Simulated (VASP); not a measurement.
Runs of VASP 6.6.1 on LiF (Griceite). The structure is that of space group Fm-3m (No. 225), or close to it. The cells are those of the table. 

```csv
task,level,cell,cutoff (eV),gap on the mesh (eV),pressure (GPa),relaxed volume (Å³/atom)
single point,PBEsol,"a = 2.833 Å, angles 60.0°, 2 atoms",520,9.06,-,-
single point,RPBE,"a = 2.939 Å, angles 60.0°, 2 atoms",520,8.56,-,-
relaxation of cell and atoms,r2SCAN+rVV10,"relaxed from a = 2.848 Å, angles 60.0°, 2 atoms",600,10.73,0.0,(a)
single point,r2SCAN+D4,"a = 2.815 Å, angles 60.0°, 2 atoms",520,10.62,-,-
relaxation of cell and atoms,RPBE,"relaxed from a = 2.848 Å, angles 60.0°, 2 atoms",600,8.69,0.0,(b)
```

Alike in all rows: potentials or basis VASP PAW PBE potentials, release 64 (Li_sv, F); no spin polarisation; k mesh 7 × 7 × 7; smearing gaussian 0.01 eV.

Problem. Fill in the values left out.

Solution. (a) 7.75; (b) 8.84.

Caveats: the cutoff is under 1.25 times the usual one of these potentials, so pressure, stress and relaxed cells hold a basis-set (Pulay) error; the PAW data sets were made with another functional, which shifts forces and pressure a little.

